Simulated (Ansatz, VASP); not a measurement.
**Two plane-wave programs on Mg**

POSCAR

```
Mg
1.0
    3.2028147905      0.0000000000      0.0000000000
   -1.6014073953      2.7737189722      0.0000000000
    0.0000000000      0.0000000000      2.8925956915
Mg
1
Direct
    0.0000000000      0.0000000000      0.0000000000
```

The input INCAR.step1:

```
PREC = Accurate
ENCUT = 520
ISMEAR = 0
SIGMA = 0.15
LREAL = False
LASPH = True
NELM = 80
NBANDS = 7
GGA = PE
ALGO = Normal
EDIFF = 1E-4
LWAVE = True
LCHARG = False
```

File INCAR.step2:

```
PREC = Accurate
ENCUT = 520
EDIFF = 1E-7
ISMEAR = 0
SIGMA = 0.15
LREAL = False
LASPH = True
NELM = 80
ALGO = Normal
ISIF = 2
LWAVE = False
LCHARG = True
METAGGA = R2SCAN
LMIXTAU = True
LELF = True
LVHAR = True
NBANDS = 7
ISTART = 1
```

File KPOINTS:

```
Automatic mesh
0
Gamma
  18 18 16
```

Input for Ansatz:

```yaml
crystal:
  lattice:
    - [3.2028147905, 0.0, 0.0]
    - [-1.6014073953, 2.7737189722, 0.0]
    - [0.0, 0.0, 2.8925956915]
  atoms:
    - { symbol: Mg, position: [0.0, 0.0, 0.0] }
basis:
  ecutwfc: 500
kpoints:
  mp_grid: { grid: [18, 18, 16] }
hamiltonian:
  xc: r2scan
scf:
  occupations: { method: gaussian, width: 0.15 }
output:
  forces: true
  stress: true
  eigenvalues: true
```

Change from the starting cell: strain +0.050 along x and y, -0.050 along z, atoms carried along.

Alike in both runs: task single point; functional r2SCAN; k mesh 18 × 18 × 16; occupations gaussian, width 0.15 eV; no spin polarisation.

|  | VASP | Ansatz |
| --- | --- | --- |
| version | VASP 6.6.1 | Ansatz 0.2.0 |
| potentials or method | VASP PAW PBE potentials, release 64 (Mg), cutoff 520 eV | scalar-relativistic, plane waves, PAW |
| valence electrons in the cell | 2 | 10 |

```tsv
	VASP	Ansatz	Ansatz less VASP
gap on the k mesh at the Fermi level (eV)	none	none	-
pressure (GPa)	-1.2	-1.0	+0.18
traceless stress, the component that is largest in VASP (GPa)	4.80	4.80	+0.008
```

VASP's potentials were made for PBE, not for r2SCAN. A gap of «none» marks a metal or a gap that the smearing closes. With one functional, cell and mesh, what is left measures potentials, basis and numerics. VASP's potentials hold 2 valence electrons a cell and Ansatz's 10, so a difference there can come from the potentials and not from the codes.
